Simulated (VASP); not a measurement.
Write the native input for VASP 6.6.1 that does the following.

| Quantity | Value |
| --- | --- |
| Task | single point |
| Functional | LDA |
| Potentials or basis | VASP PAW LDA potentials, release 64 (Au) |
| Cutoff | 520 eV |
| k mesh | 22 × 22 × 22 |
| Occupations | gaussian, width 0.05 eV |
| Spin | no spin polarisation |
| Dipole correction | no |
| Further INCAR settings | ALGO = Normal; EDIFF = 1e-06; NBANDS = 12 |

The structure of Au lies in POSCAR:

```
Au
1.0
    0.0000000000      2.0591894318      2.0591894318
    2.0591894318      0.0000000000      2.0591894318
    2.0591894318      2.0591894318      0.0000000000
Au
1
Direct
    0.0000000000      0.0000000000      0.0000000000
```

One way to write it, as run:

INCAR

```
PREC = Accurate
ENCUT = 520
EDIFF = 1E-6
ISMEAR = 0
SIGMA = 0.05
LREAL = F
LASPH = T
NELM = 80
ALGO = Normal
ISIF = 2
LWAVE = F
LCHARG = F
GGA = CA
NBANDS = 12
```

KPOINTS

```
Automatic mesh
0
Gamma
  22 22 22
```

Potentials or basis: VASP PAW LDA potentials, release 64 (Au).

The run is started by

```bash
$ cat potpaw_LDA.64/Au/POTCAR > POTCAR
$ mpirun -np 1 vasp_std > vasp.out
```

It gave:

The pressure is -8.2 GPa and the band gap on the k mesh is zero (an odd number of electrons rules out a gap without spin polarisation).

Caveat: the cell stands under tension; spin-orbit coupling is left out, which moves the levels of the heavy elements.

Run time: 120 s on 1 thread of AMD EPYC 7R13, on a shared host, peak memory 0.16 GiB.
